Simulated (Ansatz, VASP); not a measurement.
Mg: VASP beside Ansatz

The input INCAR:

```
SYSTEM = Mg
PREC = Accurate
ENCUT = 520
EDIFF = 1E-7
ISMEAR = -1
SIGMA = 0.1
LREAL = .False.
LASPH = .True.
NELM = 80
ALGO = Normal
ISIF = 2
LWAVE = .False.
LCHARG = .False.
GGA = RE
NBANDS = 7
```

File KPOINTS:

```
regular mesh
0
Gamma
  14 14 14
  0 0 0
```

Contents of POSCAR:

```
Mg
1.0
   -1.8525737928      1.8525737928      1.8525737928
    1.8525737928     -1.8525737928      1.8525737928
    1.8525737928      1.8525737928     -1.8525737928
Mg
1
Direct
    0.0000000000      0.0000000000      0.0000000000
```

Input for Ansatz:

```yaml
crystal:
  lattice:
    - [-1.8525737928, 1.8525737928, 1.8525737928]
    - [1.8525737928, -1.8525737928, 1.8525737928]
    - [1.8525737928, 1.8525737928, -1.8525737928]
  atoms:
    - { symbol: Mg, position: [0.0, 0.0, 0.0] }
hamiltonian:
  xc: revpbe
  pseudopotentials:
    kind: paw
    azcp:
      Mg: "pseudopotentials/Mg.paw.azcp"
basis:
  ecutwfc: 420
  fft_grid_basis: typed
kpoints:
  mp_grid: { grid: [14, 14, 14], shift: [0, 0, 0] }
magnetization:
  spin_polarized: false
scf:
  occupations: { method: fermi_dirac, width: 0.1 }
  lower_state_search: "off"
output:
  stress: true
```

Alike in both runs: task single point; functional revPBE; k mesh 14 × 14 × 14; occupations fermi-dirac, width 0.1 eV; no spin polarisation.

|  | VASP | Ansatz |
| --- | --- | --- |
| version | VASP 6.6.1 | Ansatz 0.2.0 |
| potentials or method | VASP PAW PBE potentials, release 64 (Mg), cutoff 520 eV | plane waves (420 eV) with PAW, scalar-relativistic |
| valence electrons in the cell | 2 | 10 |

```tsv
	VASP	Ansatz	Ansatz less VASP
pressure (GPa)	-2.4	-2.2	+0.16
```

VASP's potentials were made for PBE, not for revPBE. VASP's potentials hold 2 valence electrons a cell and Ansatz's 10, so a difference there can come from the potentials and not from the codes.
